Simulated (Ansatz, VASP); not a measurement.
# Hf in VASP and in Ansatz

INCAR

```
SYSTEM = Hf
PREC = Accurate ; ENCUT = 520
EDIFF = 1E-8 ; ISMEAR = -1
SIGMA = 0.03 ; LREAL = .FALSE.
LASPH = .TRUE. ; NELM = 80
ALGO = Normal ; ISIF = 2
LWAVE = .FALSE. ; LCHARG = .FALSE.
GGA = PE ; LEFG = .TRUE.
NBANDS = 11
```

File KPOINTS:

```
Automatic mesh
0
G
  12 12 12
  0 0 0
```

File POSCAR:

```
Hf
1.0
    2.9204338382      0.0292043384      0.0292043384
    0.0292043384      2.9204338382      0.0292043384
    0.0292043384      0.0292043384      2.9204338382
Hf
1
Direct
    0.0000000000      0.0000000000      0.0000000000
```

Input for Ansatz:

```yaml
crystal:
  lattice:
    - [2.9204338382, 0.0292043384, 0.0292043384]
    - [0.0292043384, 2.9204338382, 0.0292043384]
    - [0.0292043384, 0.0292043384, 2.9204338382]
  atoms:
    - { symbol: Hf, position: [0.0, 0.0, 0.0] }
kpoints:
  mp_grid: { grid: [12, 12, 12] }
scf:
  occupations: { method: fermi_dirac, width: 0.03 }
hamiltonian:
  xc: pbe
  pseudopotentials: { kind: all_electron, datasets: crystal }
output:
  forces: true
  stress: true
  eigenvalues: true
  efg: { contact_densities: true }
```

Change from the starting cell: equal xy, yz and zx shear strains of +2 %, crystal datasets.

Alike in both runs: task electric field gradients; functional PBE; k mesh 12 × 12 × 12; occupations fermi-dirac, width 0.03 eV; no spin polarisation.

```csv
,VASP,Ansatz
version,VASP 6.6.1,Ansatz 0.2.0
potentials or method,"VASP PAW PBE potentials, release 64 (Hf_pv), cutoff 520 eV","all-electron PAW with datasets made for the crystal, scalar-relativistic"
```

Ansatz gave:

```
pressure (GPa)                                                : -0.1
traceless stress, the component that is largest in VASP (GPa) : 0.91
size of Vzz on the site where it differs most (V/Å²)          : 9.0
```

Q: Which values does VASP return?

A: Pressure (GPa): -0.4; traceless stress, the component that is largest in VASP (GPa): 0.91; size of Vzz on the site where it differs most (V/Å²): 11.5.

Ansatz ran all-electron here, and VASP with PAW potentials.

Neither program's run includes spin-orbit coupling.
